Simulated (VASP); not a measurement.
Runs of VASP 6.6.1 on VGe3. The structure is that of space group P6/mmm (No. 191), or close to it. The cells are those of the table. 

```tsv
task	spin	cell	k mesh	gap on the mesh (eV)	pressure (GPa)
relaxation of cell and atoms	off	relaxed from a = 3.931, b = 3.931, c = 4.148 Å, angles 90.0, 90.0, 120.0°, 4 atoms	6 × 6 × 4	none	0.0
single point	collinear, ferromagnetic start	a = 3.931, b = 3.931, c = 4.148 Å, angles 90.0, 90.0, 120.0°, 4 atoms	6 × 6 × 4	none	(a)
single point	off	a = 4.573, b = 4.573, c = 4.785 Å, angles 90.0, 90.0, 120.0°, 4 atoms	12 × 12 × 10	none	0.0
single point	off	a = 4.572, b = 4.572, c = 4.780 Å, angles 90.0, 90.0, 120.0°, 4 atoms	6 × 6 × 4	none	0.1
```

Alike in all rows: level PBE; potentials or basis VASP PAW PBE potentials, release 64 (V_sv, Ge_d); cutoff (eV) 500; smearing gaussian 0.1 eV.

Question: Fill in the values left out.

Answer: (a) 79.4.

Caveats: some runs use coarse meshes.

A k mesh can miss the band edges, and the runs leave out spin-orbit coupling on Ge.

A gap of «none» marks levels without a gap at the run's occupations.
